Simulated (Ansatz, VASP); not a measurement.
# Two plane-wave programs on EuO

The input INCAR:

```
SYSTEM = EuO
PREC = Accurate ; ENCUT = 600
EDIFF = 1E-6 ; ISMEAR = -1
SIGMA = 0.15 ; LREAL = .FALSE.
LASPH = .TRUE. ; NELM = 200
ALGO = Normal ; ISIF = 2
LWAVE = .FALSE. ; LCHARG = .FALSE.
ISPIN = 2 ; MAGMOM = 7 0
LORBIT = 11 ; LMAXMIX = 6
GGA = B5 ; ALDAX = 1.0
AGGAX = 1.0 ; AGGAC = 1.0
ALDAC = 0.0 ; NBANDS = 22
GGA_COMPAT = .FALSE.
```

KPOINTS

```
Automatic mesh
0
G
  11 11 11
  0 0 0
```

The input POSCAR:

```
EuO
1.0
    0.0000000000      2.5719500000      2.5719500000
    2.5719500000      0.0000000000      2.5719500000
    2.5719500000      2.5719500000      0.0000000000
Eu O
1 1
Direct
    0.0000000000      0.0000000000      0.0000000000
    0.5000000000      0.5000000000      0.5000000000
```

Input for Ansatz:

```yaml
crystal:
  lattice:
    - [0.0, 2.57195, 2.57195]
    - [2.57195, 0.0, 2.57195]
    - [2.57195, 2.57195, 0.0]
  atoms:
    - { symbol: Eu, position: [0.0, 0.0, 0.0] }
    - { symbol: O, position: [0.5, 0.5, 0.5] }
kpoints:
  mp_grid:
    grid: [11, 11, 11]
hamiltonian:
  xc: blyp
magnetization:
  spin_polarized: true
  per_species:
    Eu: 7.0
scf:
  occupations:
    method: fermi_dirac
    width: 0.15
output:
  stress: true
```

Alike in both runs: task single point; functional BLYP; k mesh 11 × 11 × 11; occupations fermi-dirac, width 0.15 eV; collinear spin.

|  | VASP | Ansatz |
| --- | --- | --- |
| version | VASP 6.6.1 | Ansatz 0.2.0 |
| potentials or method | VASP PAW PBE potentials, release 64 (Eu, O) | plane waves, PAW |
| plane-wave cutoff (eV) | 600 | 420 |
| valence electrons in the cell | 23 | 23 |

|  | VASP | Ansatz | Ansatz less VASP |
| --- | --- | --- | --- |
| pressure (GPa) | -0.3 | -0.3 | +0.02 |
| net moment per atom (μB) | 3.44 | 3.45 | +0.002 |
| size of the moment on the site where the two differ most (μB) | 6.56 | 6.59 | +0.028 |

VASP's potentials were made for PBE, not for BLYP. Site moments also hang on the region over which each program counts them.

Spin-orbit coupling is off throughout.
